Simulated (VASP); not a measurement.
# Pb (Im-3m) in VASP: further runs, part 2 of 2

VASP 6.6.1.

### Step 3. Single point, PBEsol

This run uses another cell than the first one, of 27.24 Å³/atom, 1.062 times its volume.

INCAR

```
SYSTEM = Pb
ALGO = Normal
EDIFF = 1E-6
ENCUT = 520
GGA = PS
ISIF = 2
ISMEAR = -1
LASPH = .TRUE.
LCHARG = .TRUE.
LELF = .TRUE.
LREAL = .FALSE.
LVHAR = .TRUE.
LWAVE = .FALSE.
NBANDS = 13
NELM = 60
PREC = Accurate
SIGMA = 0.05
```

KPOINTS

```
k-points
0
G
  9 9 9
  0 0 0
```

POSCAR

```
Pb
1.0
   -1.8953829916      1.8953829916      1.8953829916
    1.8953829916     -1.8953829916      1.8953829916
    1.8953829916      1.8953829916     -1.8953829916
Pb
1
Direct
    0.0000000000      0.0000000000      0.0000000000
```

Potentials or basis: VASP PAW PBE potentials, release 64 (Pb_d).

Started as:

```bash
$ cat potpaw_PBE.64/Pb_d/POTCAR > POTCAR
$ mpirun -np 1 vasp_std > vasp.out
```

OUTCAR:

```text
SYSTEM = Pb
   EDIFF = 1E-6
   ENCUT = 520
   GGA = PS
   ISIF = 2
   ISMEAR = -1
   LASPH = .TRUE.
   LREAL = .FALSE.
   NELM = 60
   PREC = Accurate

 ion  position               nearest neighbor table
   1  0.000  0.000  0.000-

  LATTYP: Found a body centered cubic cell.
 ALAT       =     3.7907659832

  Lattice vectors:

 A1 = (  -1.8953829916,   1.8953829916,   1.8953829916)
 A2 = (   1.8953829916,  -1.8953829916,   1.8953829916)
 A3 = (   1.8953829916,   1.8953829916,  -1.8953829916)

Analysis of symmetry for initial positions (statically):
=====================================================================
 Subroutine PRICEL returns:
 Original cell was already a primitive cell.

 Routine SETGRP: Setting up the symmetry group for a
 body centered cubic supercell.

 Subroutine GETGRP returns: Found 48 space group operations
 (whereof 48 operations were pure point group operations)
 out of a pool of 48 trial point group operations.

The static configuration has the point symmetry O_h .

Analysis of symmetry for dynamics (positions and initial velocities):
=====================================================================
[... 160 lines left out ...]
 Fermi energy:         8.4000532666

 k-point     1 :       0.0000    0.0000    0.0000
  band No.  band energies     occupation
      1      -8.8081      2.00000
      2      -8.8081      2.00000
      3      -8.8081      2.00000
      4      -8.4820      2.00000
      5      -8.4820      2.00000
      6      -4.1903      2.00000
      7      17.0167      0.00000
      8      17.0167      0.00000
      9      17.0167      0.00000
     10      19.6170      0.00000
     11      19.6170      0.00000
     12      19.6170      0.00000
     13      21.9895      0.00000
[... 354 lines left out ...]
  band No.  band energies     occupation
      1      -8.8162      2.00000
      2      -8.7476      2.00000
      3      -8.5992      2.00000
      4      -8.5110      2.00000
      5      -8.3158      2.00000
      6       0.9615      2.00000
      7       4.6461      2.00000
      8       9.0792      0.00000
      9      13.4496      0.00000
     10      17.8326      0.00000
     11      19.3436      0.00000
     12      19.8911      0.00000
     13      22.0399      0.00000

 [... further k-points ...]
[... 5 lines left out ...]
  --------------------------------------------------------------------------------------
  -------------------------------------------------------------------------------------
  Total        0.8321184      0.8321184      0.8321184      0.0000000     -0.0000000     -0.0000000
  in kB       48.9491051     48.9491051     48.9491051      0.0000000     -0.0000000     -0.0000000
  external PRESSURE =      48.9491051 kB  Pullay stress =       0.0000000 kB

 VOLUME and BASIS-vectors are now :
 -----------------------------------------------------------------------------
  energy-cutoff  :      520.00
  volume of cell :       27.24
      direct lattice vectors                 reciprocal lattice vectors
    -1.895382992  1.895382992  1.895382992     0.000000000  0.263798927  0.263798927
     1.895382992 -1.895382992  1.895382992     0.263798927  0.000000000  0.263798927
     1.895382992  1.895382992 -1.895382992     0.263798927  0.263798927  0.000000000

 POSITION                                       TOTAL-FORCE (eV/Angst)
 -----------------------------------------------------------------------------------
      0.00000      0.00000      0.00000        -0.000000      0.000000     -0.000000
 -----------------------------------------------------------------------------------
    total drift:                                0.000000      0.000000     -0.000000

  FREE ENERGIE OF THE ION-ELECTRON SYSTEM (eV)
  ---------------------------------------------------
  free  energy   TOTEN  =        -3.9133272261 eV

  energy  without entropy=       -3.9095423798  energy(sigma->0) =       -3.91143480
```

OSZICAR:

```text
N       E                     dE             d eps       ncg     rms          rms(c)
DAV:   1     0.105739686538E+03    0.10574E+03   -0.71144E+03   910   0.133E+03
DAV:   2     0.825020835626E+00   -0.10491E+03   -0.10194E+03   955   0.316E+02
DAV:   3    -0.383245293318E+01   -0.46575E+01   -0.46283E+01  1151   0.721E+01
DAV:   4    -0.393307192485E+01   -0.10062E+00   -0.10059E+00  1111   0.110E+01
DAV:   5    -0.393765637194E+01   -0.45844E-02   -0.45844E-02  1201   0.225E+00    0.729E-01
DAV:   6    -0.391871295230E+01    0.18943E-01   -0.22445E-02  1170   0.284E+00    0.339E-01
DAV:   7    -0.391369559648E+01    0.50174E-02   -0.92574E-03  1174   0.167E+00    0.980E-02
DAV:   8    -0.391332978355E+01    0.36581E-03   -0.52874E-04  1377   0.381E-01    0.954E-03
DAV:   9    -0.391332751026E+01    0.22733E-05   -0.84432E-06  1187   0.535E-02    0.479E-03
DAV:  10    -0.391332722615E+01    0.28411E-06   -0.55957E-07   740   0.740E-03
   1 F= -.39133272E+01 E0= -.39114348E+01  d E =-.378485E-02
```

Run time: 4.3 s. Hardware: 1 thread of Intel Xeon Platinum 8488C (Sapphire Rapids), shared host; peak memory 0.14 GiB.

Results:

```
Free energy            : -3.9133 eV
Pressure               : 4.9 GPa
Band gap on the k mesh : zero (band 7 reaches 17.02 eV, above the bottom of band 8 at 5.99 eV)
```

Levels at points of the mesh, in eV from the Fermi level:
| k point | band 3 | band 4 | band 5 | band 6 | band 7 | band 8 | band 9 | band 10 | band 11 | band 12 |
| --- | --- | --- | --- | --- | --- | --- | --- | --- | --- | --- |
| (0.00, 0.00, 0.00) | -17.21 | -16.88 | -16.88 | -12.59 | 8.62 | 8.62 | 8.62 | 11.22 | 11.22 | 11.22 |

Caveat: the PAW data sets were made with another functional, which shifts forces and pressure a little; spin-orbit coupling is left out, which moves the levels of the heavy elements.

### Step 4. Single point, PBEsol

This run uses another cell than the first one, of 29.65 Å³/atom, 1.156 times its volume.

INCAR

```
SYSTEM = Pb
ALGO     = Normal         ! electronic algorithm
EDIFF    = 1E-6           ! SCF threshold, eV
ENCUT    = 520            ! plane-wave cutoff, eV
GGA      = PS             ! functional
ISIF     = 2              ! what is computed and relaxed
ISMEAR   = -1             ! smearing method
LASPH    = .TRUE.         ! aspherical terms in the spheres
LCHARG   = .TRUE.         ! write CHGCAR
LELF     = .TRUE.         ! ELF
LREAL    = .FALSE.        ! projectors in reciprocal space
LVHAR    = .TRUE.       
LWAVE    = .FALSE.        ! write WAVECAR
NBANDS   = 13             ! bands
NELM     = 100            ! most SCF steps
PREC     = Accurate       ! precision mode
SIGMA    = 0.05           ! smearing width, eV
```

KPOINTS is that of step 3.

POSCAR

```
Pb
1.0
   -1.9498430340      1.9498430340      1.9498430340
    1.9498430340     -1.9498430340      1.9498430340
    1.9498430340      1.9498430340     -1.9498430340
Pb
1
Direct
    0.0000000000      0.0000000000      0.0000000000
```

Started as:

```bash
$ cat potpaw_PBE.64/Pb_d/POTCAR > POTCAR
$ mpirun -np 1 vasp_std > vasp.out
```

Wall time 7.2 s (1 thread of Intel Xeon Platinum 8488C (Sapphire Rapids), shared host); peak memory 0.16 GiB.

Results (log left out):

- Free energy: -3.9482 eV
- Pressure: -0.1 GPa
- Band gap on the k mesh: zero (band 7 reaches 15.19 eV, above the bottom of band 8 at 5.22 eV)

Levels at points of the mesh, in eV from the Fermi level:
| k point | band 3 | band 4 | band 5 | band 6 | band 7 | band 8 | band 9 | band 10 | band 11 | band 12 |
| --- | --- | --- | --- | --- | --- | --- | --- | --- | --- | --- |
| (0.00, 0.00, 0.00) | -17.11 | -16.86 | -16.86 | -11.97 | 7.80 | 7.80 | 7.80 | 11.10 | 11.10 | 11.10 |

Caveat: the PAW data sets were made with another functional, which shifts forces and pressure a little; spin-orbit coupling is left out, which moves the levels of the heavy elements.

### Step 5. Overview

| cell | gap on the mesh (eV) | pressure (GPa) |
| --- | --- | --- |
| a = 3.218 Å, angles 109.5°, 1 atom | none | 9.9 |
| a = 3.283 Å, angles 109.5°, 1 atom | none | 4.9 |
| a = 3.377 Å, angles 109.5°, 1 atom | none | -0.1 |

Alike in all rows: task single point; level PBEsol; potentials or basis VASP PAW PBE potentials, release 64 (Pb_d); no spin polarisation; k mesh 9 × 9 × 9; cutoff (eV) 520; smearing fermi-dirac 0.05 eV.

Caveats: the PAW data sets were made with another functional, which shifts forces and pressure a little; spin-orbit coupling is left out, which moves the levels of the heavy elements.

Absolute energies hang on the potentials; compare differences alone.
